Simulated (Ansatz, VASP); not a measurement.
## BaF2: VASP beside Ansatz

```
Ba F
1.0
     0.00000    3.12239    3.12239
     3.12239    0.00000    3.12239
     3.12239    3.12239    0.00000
Ba F
1 2
Direct
  0.00000 0.00000 0.00000
  0.25000 0.25000 0.25000
  0.75000 0.75000 0.75000
```

Alike in both runs: functional PBE; k mesh 6 × 6 × 6; occupations gaussian, width 0.02 eV; no spin polarisation.

Ansatz relaxed the structure, and its values are those at the end. VASP's run is a single point on that final structure, the one shown.

```csv
,VASP,Ansatz
version,VASP 6.6.1,Ansatz 0.2.0
potentials or method,"VASP PAW PBE potentials, release 64 (Ba_sv, F), cutoff 600 eV","scalar-relativistic, plane waves, PAW"
valence electrons in the cell,24,24
```

Ansatz gave:

- gap on the k mesh at the Fermi level (eV): 6.75
- least direct gap on the mesh (eV): 6.82
- pressure (GPa): 0.0

Q: What did VASP give for the same quantities?

A: gap on the k mesh at the Fermi level (eV): 6.68; least direct gap on the mesh (eV): 6.74; pressure (GPa): 0.9.

Spin-orbit coupling is off throughout.
